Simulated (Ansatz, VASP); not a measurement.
Zr7B in VASP and in Ansatz

INCAR

```
SYSTEM = Zr7B
PREC = Accurate
ENCUT = 600
EDIFF = 1E-7
ISMEAR = 0
SIGMA = 0.1
LREAL = .False.
LASPH = .True.
NELM = 80
ALGO = Fast
ISIF = 3
LWAVE = .False.
LCHARG = .False.
GGA = PE
IBRION = 2
NSW = 100
EDIFFG = -0.01
```

The input KPOINTS:

```
Automatic mesh
0
Gamma
  6 6 6
  0 0 0
```

The input POSCAR:

```
Zr7B
1.0
    4.3919464324      2.5356914550      2.6694015008
   -4.3919464324      2.5356914550      2.6694015008
    0.0000000000     -5.0713829100      2.6694015008
Zr B
7 1
Direct
    0.2160117846      0.5937939364      0.2160117846
    0.2160117846      0.2160117846      0.5937939364
    0.5937939364      0.2160117846      0.2160117846
    0.7839882154      0.4062060636      0.7839882154
    0.4062060636      0.7839882154      0.7839882154
    0.7839882154      0.7839882154      0.4062060636
    0.0000000000      0.0000000000      0.0000000000
    0.5000000000      0.5000000000      0.5000000000
```

Input for Ansatz:

```yaml
crystal:
  lattice:
    - [4.3919464324, 2.535691455, 2.6694015008]
    - [-4.3919464324, 2.535691455, 2.6694015008]
    - [0.0, -5.07138291, 2.6694015008]
  atoms:
    - { symbol: Zr, position: [0.2160117846, 0.5937939364, 0.2160117846] }
    - { symbol: Zr, position: [0.2160117846, 0.2160117846, 0.5937939364] }
    - { symbol: Zr, position: [0.5937939364, 0.2160117846, 0.2160117846] }
    - { symbol: Zr, position: [0.7839882154, 0.4062060636, 0.7839882154] }
    - { symbol: Zr, position: [0.4062060636, 0.7839882154, 0.7839882154] }
    - { symbol: Zr, position: [0.7839882154, 0.7839882154, 0.4062060636] }
    - { symbol: Zr, position: [0.0, 0.0, 0.0] }
    - { symbol: B, position: [0.5, 0.5, 0.5] }
basis:
  ecutwfc: 420
kpoints:
  mp_grid: { grid: [6, 6, 6] }
hamiltonian:
  xc: pbe
scf:
  occupations: { method: gaussian, width: 0.1 }
output:
  forces: true
  stress: true
  eigenvalues: true
relax:
  adjacent_minimum: "off"
  f_tol: 0.01
  max_steps: 80
  cell: { stress_tol: 0.05 }
```

Alike in both runs: task relaxation of cell and atoms; functional PBE; k mesh 6 × 6 × 6; occupations gaussian, width 0.1 eV; no spin polarisation.

|  | VASP | Ansatz |
| --- | --- | --- |
| version | VASP 6.6.1 | Ansatz 0.2.0 |
| potentials or method | VASP PAW PBE potentials, release 64 (Zr_sv, B), cutoff 600 eV | scalar-relativistic, plane waves, PAW |
| valence electrons in the cell | 87 | 87 |

|  | VASP | Ansatz | Ansatz less VASP |
| --- | --- | --- | --- |
| gap on the k mesh at the Fermi level, each at its own relaxed structure (eV) | none | none | - |
| relaxed volume (Å³/atom) | 22.32 | 22.32 | -0.002 |
| relaxed length of the cell vector where the two differ most in proportion (Å) | 5.756 | 5.756 | +0.0001 |

A gap of «none» marks a metal or a gap that the smearing closes.
